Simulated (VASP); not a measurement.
# ZnAu (Pm-3m) in VASP: further runs

Runs on ZnAu. Level: PBEsol. Tasks: single point.

All numbers are computed with VASP 6.6.1; they aren't measurements. Logs are shortened: lines on timing, memory, paths and dates and some standing lists are left out, and cuts for length are marked.

### 1 The cell of the first run

It takes space group Pm-3m (No. 221, cubic). Conventional cell: a = 3.083 Å, b = 3.083 Å, c = 3.083 Å, α = 90.00°, β = 90.00°, γ = 90.00°. Au (site symmetry m-3m) has 8 Zn at 2.67 Å and 6 Au at 3.08 Å within 3.5 Å. Zn (site symmetry m-3m) has 8 Au at 2.67 Å and 6 Zn at 3.08 Å within 3.5 Å.

### 2 Single point, PBEsol

File INCAR:

```
SYSTEM = ZnAu
  PREC = Accurate
  ENCUT = 520
  EDIFF = 1E-6
  ISMEAR = -1
  SIGMA = 0.05
  LREAL = .False.
  LASPH = .True.
  NELM = 100
  ALGO = Fast
  ISIF = 2
  LWAVE = .False.
  LCHARG = .False.
  GGA = PS
  NBANDS = 18
```

File KPOINTS:

```
regular mesh
0
Gamma
  8 8 8
  0 0 0
```

File POSCAR:

```
ZnAu
1.0
    3.0827574841      0.0000000000      0.0000000000
    0.0000000000      3.0827574841      0.0000000000
    0.0000000000      0.0000000000      3.0827574841
Au Zn
1 1
Direct
    0.0000000000      0.0000000000      0.0000000000
    0.5000000000      0.5000000000      0.5000000000
```

Potentials or basis: VASP PAW PBE potentials, release 64 (Au, Zn).

Run with:

```
> cat potpaw_PBE.64/Au/POTCAR potpaw_PBE.64/Zn/POTCAR > POTCAR
> mpirun -np 1 vasp_std > vasp.out
```

OUTCAR:

```text
SYSTEM = ZnAu
   PREC = Accurate
   ENCUT = 520
   EDIFF = 1E-6
   ISMEAR = -1
   LREAL = .False.
   LASPH = .True.
   NELM = 100
   ISIF = 2
   GGA = PS

 ion  position               nearest neighbor table
   1  0.000  0.000  0.000-   2 2.67   2 2.67   2 2.67   2 2.67   2 2.67   2 2.67   2 2.67   2 2.67

   2  0.500  0.500  0.500-   1 2.67   1 2.67   1 2.67   1 2.67   1 2.67   1 2.67   1 2.67   1 2.67

  LATTYP: Found a simple cubic cell.
 ALAT       =     3.0827574841

  Lattice vectors:

 A1 = (   3.0827574841,   0.0000000000,   0.0000000000)
 A2 = (   0.0000000000,   3.0827574841,   0.0000000000)
 A3 = (   0.0000000000,   0.0000000000,   3.0827574841)

Analysis of symmetry for initial positions (statically):
=====================================================================
 Subroutine PRICEL returns:
 Original cell was already a primitive cell.

 Routine SETGRP: Setting up the symmetry group for a
 simple cubic supercell.

 Subroutine GETGRP returns: Found 48 space group operations
 (whereof 48 operations were pure point group operations)
 out of a pool of 48 trial point group operations.

The static configuration has the point symmetry O_h .

Analysis of symmetry for dynamics (positions and initial velocities):
=====================================================================
 Subroutine PRICEL returns:
 Original cell was already a primitive cell.

 Routine SETGRP: Setting up the symmetry group for a
 simple cubic supercell.

 Subroutine GETGRP returns: Found 48 space group operations
 (whereof 48 operations were pure point group operations)
 out of a pool of 48 trial point group operations.

The dynamic configuration has the point symmetry O_h .

 Subroutine INISYM returns: Found 48 space group operations
 (whereof 48 operations are pure point group operations),
 and found     1 'primitive' translations

----------------------------------------------------------------------------------------

                                     Primitive cell

  volume of cell :      29.2967

  direct lattice vectors                    reciprocal lattice vectors
     3.082757484  0.000000000  0.000000000     0.324384907  0.000000000  0.000000000
     0.000000000  3.082757484  0.000000000     0.000000000  0.324384907  0.000000000
     0.000000000  0.000000000  3.082757484     0.000000000  0.000000000  0.324384907

  length of vectors
     3.082757484  3.082757484  3.082757484     0.324384907  0.324384907  0.324384907

  position of ions in fractional coordinates (direct lattice)
     0.000000000  0.000000000  0.000000000
     0.500000000  0.500000000  0.500000000

  ion indices of the primitive-cell ions
   primitive index   ion index
                 1           1
                 2           2

----------------------------------------------------------------------------------------

 KPOINTS: regular mesh

Automatic generation of k-mesh.
 Grid dimensions read from file:
 generate k-points for:    8    8    8

 Generating k-lattice:

  Cartesian coordinates                     Fractional coordinates (reciprocal lattice)
     0.040548113  0.000000000  0.000000000     0.125000000  0.000000000  0.000000000
     0.000000000  0.040548113  0.000000000     0.000000000  0.125000000  0.000000000
     0.000000000  0.000000000  0.040548113     0.000000000  0.000000000  0.125000000

  Length of vectors
     0.040548113  0.040548113  0.040548113

  Shift w.r.t. Gamma in fractional coordinates (k-lattice)
     0.000000000  0.000000000  0.000000000

 Subroutine IBZKPT returns following result:
 ===========================================

 Found     35 irreducible k-points:

 Following reciprocal coordinates:
            Coordinates               Weight
  0.000000  0.000000  0.000000      1.000000
  0.125000  0.000000  0.000000      6.000000
  0.250000  0.000000  0.000000      6.000000
  0.375000  0.000000  0.000000      6.000000
  0.500000  0.000000  0.000000      3.000000
  0.125000  0.125000  0.000000     12.000000
[... 16 lines left out ...]
  0.375000  0.375000  0.125000     24.000000
  0.500000  0.375000  0.125000     24.000000
 [... further k-points ...]
   k-points           NKPTS =     35   k-points in BZ     NKDIM =     35   number of bands    NBANDS=     18
   number of dos      NEDOS =    301   number of ions     NIONS =      2
   total plane-waves  NPLWV =  13824
   dimension x,y,z NGX =    24 NGY =   24 NGZ =   24
   dimension x,y,z NGXF=    48 NGYF=   48 NGZF=   48
   ions per type =               1   1
   NGX,Y,Z   is equivalent  to a cutoff of  12.94, 12.94, 12.94 a.u.
   NGXF,Y,Z  is equivalent  to a cutoff of  25.89, 25.89, 25.89 a.u.
 SYSTEM =  ZnAu
   PREC   = accura    normal or accurate (medium, high low for compatibility)
   ISTART =      0    job   : 0-new  1-cont  2-samecut
   ICHARG =      2    charge: 1-file 2-atom 10-const
   ISPIN  =      1    spin polarized calculation?
   LNONCOLLINEAR =      F non collinear calculations
   LSORBIT =      F    spin-orbit coupling
   LASPH  =      T    aspherical Exc in radial PAW
   ENCUT  =  520.0 eV  38.22 Ry    6.18 a.u.   5.73  5.73  5.73*2*pi/ulx,y,z
   NELM   =    100;   NELMIN=  2; NELMDL= -5     # of ELM steps
   EDIFF  = 0.1E-05   stopping-criterion for ELM
   LREAL  =      F    real-space projection
   EDIFFG = 0.1E-04   stopping-criterion for IOM
   NSW    =      0    number of steps for IOM
   IBRION =     -1    ionic relax: 0-MD 1-quasi-New 2-CG
   NFREE  =      0    steps in history (QN), initial steepest desc. (CG)
   ISIF   =      2    stress and relaxation
   ISYM   =      2    0-nonsym 1-usesym 2-fastsym
   POTIM  = 0.5000    time-step for ionic-motion
   TEBEG  =    0.0;   TEEND  =   0.0 temperature during run
   PSTRESS=    0.0 pullay stress
   NELECT =      23.0000    total number of electrons
   NUPDOWN=      -1.0000    fix difference up-down
   EMIN   =  10.00;   EMAX   =-10.00  energy-range for DOS
   EFERMI =   0.00;   METHOD = LEGACY
   ISMEAR =    -1;   SIGMA  =   0.05  broadening in eV -4-tet -1-fermi 0-gaus
   EFERMI_NEDOS =   21; number of points for ismear=-14 and -15
   IALGO  =     68    algorithm
   IMIX   =      4    mixing-type and parameters
     AMIX     =   0.40;   BMIX     =  1.00
     AMIX_MAG =   1.60;   BMIX_MAG =  1.00
  volume/ion in A,a.u.               =      14.65        98.85
  Fermi-wavevector in a.u.,A,eV,Ry     =   1.510236  2.853932 31.032332  2.280812
  Thomas-Fermi vector in A             =   2.620452
   LORBIT       =      0    0 simple, 1 ext, 2 COOP (PROOUT), +10 PAW based schemes
   GGA     = PS    functional components
   LHFCALC =     F    Hartree Fock is set to
   AEXX    =    0.0000 exact exchange contribution
   IVDW    =     0    specifies the selected vdW correction
   LEPSILON=     F    determine dielectric tensor
   LRPA    =     F    only Hartree local field effects (RPA)
 non-spin polarized calculation
 RMM-DIIS sequential band-by-band and
  energy-cutoff  :      520.00
  volume of cell :       29.30
 maximum number of plane-waves:       840
 NGX is ok and might be reduce to    24
   NGX = 11   NGY = 11   NGZ = 11

 number of electron      22.9999970 magnetization

 Free energy of the ion-electron system (eV)
  ---------------------------------------------------
  ext. energy  EPLUGINS =         0.00000000
  ---------------------------------------------------
  free energy    TOTEN  =        -5.92650357 eV

  energy without entropy =       -5.92298740  energy(sigma->0) =       -5.92474548

 E-fermi :   7.5846     XC(G=0): -12.8905

 val. band max:        7.4282583450   @ k =   0.3750   0.2500   0.1250
 cond. band min:       7.7113629057   @ k =   0.3750   0.3750   0.1250
 fundamental gap:      0.2831045607
 Fermi energy:         7.5845902970

 k-point     1 :       0.0000    0.0000    0.0000
  band No.  band energies     occupation
      1      -3.5592      2.00000
      2      -0.7354      2.00000
      3      -0.7354      2.00000
      4       0.1283      2.00000
      5       0.1283      2.00000
      6       0.1283      2.00000
[... 10 lines left out ...]
     17      20.2820      0.00000
     18      26.2348      0.00000

 k-point     2 :       0.1250    0.0000    0.0000
  band No.  band energies     occupation
      1      -3.2687      2.00000
      2      -0.6608      2.00000
      3      -0.6392      2.00000
      4       0.1261      2.00000
      5       0.1261      2.00000
      6       0.1562      2.00000
[... 10 lines left out ...]
     17      21.6505      0.00000
     18      26.1408      0.00000

 k-point     3 :       0.2500    0.0000    0.0000
  band No.  band energies     occupation
      1      -2.4420      2.00000
      2      -0.4621      2.00000
      3      -0.4135      2.00000
      4       0.1253      2.00000
      5       0.1253      2.00000
      6       0.2256      2.00000
[... 10 lines left out ...]
     17      24.6999      0.00000
     18      24.7125      0.00000

 k-point     4 :       0.3750    0.0000    0.0000
  band No.  band energies     occupation
      1      -1.2586      2.00000
      2      -0.2247      2.00000
      3      -0.2134      2.00000
      4       0.1324      2.00000
      5       0.1324      2.00000
      6       0.2982      2.00000
[... 375 lines left out ...]
      4      -0.0715      2.00000
      5       0.1778      2.00000
      6       1.2391      2.00000
[... 10 lines left out ...]
     17      21.2846      0.00000
     18      24.4162      0.00000

 k-point    23 :       0.3750    0.3750    0.1250
  band No.  band energies     occupation
      1      -0.7680      2.00000
      2      -0.5781      2.00000
      3      -0.2239      2.00000
      4      -0.1248      2.00000
      5       0.3509      2.00000
      6       0.9755      2.00000
[... 10 lines left out ...]
     17      20.3260      0.00000
     18      22.5672      0.00000

 k-point    24 :       0.5000    0.3750    0.1250
  band No.  band energies     occupation
      1      -0.7449      2.00000
      2      -0.7077      2.00000
      3      -0.2264      2.00000
      4      -0.2182      2.00000
      5       0.4324      2.00000
      6       1.1201      2.00000
[... 10 lines left out ...]
     17      20.2089      0.00000
     18      22.6915      0.00000

 [... further k-points ...]
[... 5 lines left out ...]
  --------------------------------------------------------------------------------------
  -------------------------------------------------------------------------------------
  Total        1.4072278      1.4072278      1.4072278     -0.0000000     -0.0000000     -0.0000000
  in kB       76.9585548     76.9585548     76.9585548     -0.0000000     -0.0000000     -0.0000000
  external PRESSURE =      76.9585548 kB  Pullay stress =       0.0000000 kB

 VOLUME and BASIS-vectors are now :
 -----------------------------------------------------------------------------
  energy-cutoff  :      520.00
  volume of cell :       29.30
      direct lattice vectors                 reciprocal lattice vectors
     3.082757484  0.000000000  0.000000000     0.324384907  0.000000000  0.000000000
     0.000000000  3.082757484  0.000000000     0.000000000  0.324384907  0.000000000
     0.000000000  0.000000000  3.082757484     0.000000000  0.000000000  0.324384907

 POSITION                                       TOTAL-FORCE (eV/Angst)
 -----------------------------------------------------------------------------------
      0.00000      0.00000      0.00000         0.000000      0.000000      0.000000
      1.54138      1.54138      1.54138         0.000000      0.000000      0.000000
 -----------------------------------------------------------------------------------
    total drift:                                0.000000      0.000000     -0.000000

  FREE ENERGIE OF THE ION-ELECTRON SYSTEM (eV)
  ---------------------------------------------------
  free  energy   TOTEN  =        -5.9265035672 eV

  energy  without entropy=       -5.9229874012  energy(sigma->0) =       -5.92474548
```

It took 5.7 s on 1 thread of Intel Xeon 6975P-C (Granite Rapids), shared host; peak memory 0.15 GiB.

Results:

```
Free energy            : -5.9265 eV
Pressure               : 7.7 GPa
Band gap on the k mesh : zero (an odd number of electrons rules out a gap without spin polarisation)
```

Caveat: the cell stands under pressure; the PAW data sets were made with another functional, which shifts forces and pressure a little; spin-orbit coupling is left out, which moves the levels of the heavy elements.

### 3 Single point, PBEsol

This run uses another cell than the first one, of 14.96 Å³/atom.

File INCAR:

```
SYSTEM = ZnAu
PREC = Accurate
ENCUT = 520
EDIFF = 1E-7
ISMEAR = -1
SIGMA = 0.05
LREAL = .FALSE.
LASPH = .TRUE.
NELM = 100
ALGO = Normal
ISIF = 2
LWAVE = .FALSE.
LCHARG = .FALSE.
GGA = PS
NBANDS = 18
```

File KPOINTS:

```
Automatic mesh
0
G
  8 8 8
  0 0 0
```

File POSCAR:

```
ZnAu
1.0
    3.1044677592      0.0000000000      0.0000000000
    0.0000000000      3.1044677592      0.0000000000
    0.0000000000      0.0000000000      3.1044677592
Au Zn
1 1
Direct
    0.0000000000      0.0000000000      0.0000000000
    0.5000000000      0.5000000000      0.5000000000
```

Potentials or basis: VASP PAW PBE potentials, release 64 (Au, Zn).

Run with:

```
> cat potpaw_PBE.64/Au/POTCAR potpaw_PBE.64/Zn/POTCAR > POTCAR
> mpirun -np 1 vasp_std > vasp.out
```

It took 5.5 s on 1 thread of Intel Xeon 6975P-C (Granite Rapids), shared host; peak memory 0.15 GiB.

The run converged. Its results:

* Free energy: -5.9492 eV
* Pressure: 4.0 GPa
* Band gap on the k mesh: zero (an odd number of electrons rules out a gap without spin polarisation)

Levels at points of the mesh, in eV from the Fermi level:
```tsv
k point	band 9	band 10	band 11	band 12	band 13	band 14
(0.00, 0.00, 0.00)	-3.66	-3.66	-3.66	5.13	5.13	5.13
(0.50, 0.00, 0.00)	-4.96	-4.96	-3.85	-2.25	10.61	11.49
(0.50, 0.50, 0.00)	-4.02	-3.05	-2.07	-2.07	1.09	2.88
(0.50, 0.50, 0.50)	-3.00	-3.00	1.61	3.89	3.89	3.89
```

Caveat: the cell stands under pressure; the PAW data sets were made with another functional, which shifts forces and pressure a little; spin-orbit coupling is left out, which moves the levels of the heavy elements.

### 4 Single point, PBEsol

This run uses another cell than the first one, of 15.27 Å³/atom.

File INCAR:

```
PREC = Accurate ; ENCUT = 520
EDIFF = 1E-7 ; ISMEAR = -1
SIGMA = 0.05 ; LREAL = F
LASPH = T ; NELM = 80
ALGO = Normal ; ISIF = 2
LWAVE = F ; LCHARG = F
GGA = PS ; NBANDS = 18
```

File KPOINTS:

```
regular mesh
0
Gamma
  8 8 8
```

File POSCAR:

```
ZnAu
1.0
    3.1258785582      0.0000000000      0.0000000000
    0.0000000000      3.1258785582      0.0000000000
    0.0000000000      0.0000000000      3.1258785582
Au Zn
1 1
Direct
    0.0000000000      0.0000000000      0.0000000000
    0.5000000000      0.5000000000      0.5000000000
```

Run with:

```
> cat potpaw_PBE.64/Au/POTCAR potpaw_PBE.64/Zn/POTCAR > POTCAR
> mpirun -np 1 vasp_std > vasp.out
```

Wall time 5.5 s (1 thread of Intel Xeon 6975P-C (Granite Rapids), shared host); peak memory 0.15 GiB.

The run converged. Its results:

```
Free energy            : -5.9587 eV
Pressure               : 0.8 GPa
Band gap on the k mesh : zero (an odd number of electrons rules out a gap without spin polarisation)
```

Levels at points of the mesh, in eV from the Fermi level:
| k point | band 8 | band 9 | band 10 | band 11 | band 12 | band 13 | band 14 | band 15 |
| --- | --- | --- | --- | --- | --- | --- | --- | --- |
| (0.00, 0.00, 0.00) | -5.36 | -3.63 | -3.63 | -3.63 | 5.11 | 5.11 | 5.11 | 9.20 |
| (0.50, 0.00, 0.00) | -5.41 | -4.87 | -4.87 | -3.80 | -2.25 | 10.57 | 11.36 | 11.36 |
| (0.50, 0.50, 0.00) | -3.97 | -3.97 | -3.03 | -1.98 | -1.98 | 1.02 | 2.75 | 10.60 |
| (0.50, 0.50, 0.50) | -6.45 | -2.98 | -2.98 | 1.56 | 3.80 | 3.87 | 3.87 | 3.87 |

Caveat: the PAW data sets were made with another functional, which shifts forces and pressure a little; spin-orbit coupling is left out, which moves the levels of the heavy elements.

### 5 Overview

| cell | gap on the mesh (eV) | pressure (GPa) |
| --- | --- | --- |
| a = 3.083 Å, 2 atoms | none | 7.7 |
| a = 3.104 Å, 2 atoms | none | 4.0 |
| a = 3.126 Å, 2 atoms | none | 0.8 |

Alike in all rows: task single point; level PBEsol; potentials or basis VASP PAW PBE potentials, release 64 (Au, Zn); no spin polarisation; k mesh 8 × 8 × 8; cutoff (eV) 520; smearing fermi-dirac 0.05 eV.

Caveats: the PAW data sets were made with another functional, which shifts forces and pressure a little; spin-orbit coupling is left out, which moves the levels of the heavy elements; the cell stands under pressure (at least some runs).

Absolute energies hang on the potentials; compare differences alone.

The gap in the log of VASP goes by the Fermi energy; the results here count the filled bands.